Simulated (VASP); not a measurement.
BN, 2 atoms in the cell. It takes space group Fmm2 (No. 42, orthorhombic). Conventional cell: a = 2.662 Å, b = 6.598 Å, c = 4.120 Å, α = 90.00°, β = 90.00°, γ = 90.00°. B (site symmetry mm2) has 3 N at 1.41 to 1.48 Å within 1.9 Å. Within 1.9 Å of N (site symmetry mm2) lie 3 B at 1.41 to 1.48 Å.  This cell differs from its parent crystal: strain +e along x and -e along y +0.0367, strain +e along z and -e/2 along x and y -0.0500.

* Program: VASP 6.6.1
* Task: single point
* Functional: PBE
* Dispersion: D3(BJ)
* Potentials or basis: VASP PAW PBE potentials, release 64 (B, N)
* Cutoff: 600 eV
* k mesh: 12 × 12 × 12
* Occupations: gaussian, width 0.05 eV
* Spin: no spin polarisation
* Dipole correction: no
* Further INCAR settings: ALGO = Normal; EDIFF = 1e-06; NBANDS = 11

Potentials or basis: VASP PAW PBE potentials, release 64 (B, N).

Run with:

```console
$ cat potpaw_PBE.64/B/POTCAR potpaw_PBE.64/N/POTCAR > POTCAR
$ mpirun -np 1 vasp_std > vasp.out
```

Hardware: 1 thread of Intel Xeon 8259CL, on a shared host.

Problem. How long does it take, and how much memory?

Solution. It took 98 s on 1 thread of Intel Xeon 8259CL, on a shared host, peak memory 0.21 GiB. Counts: scf iterations 13, k points 280.
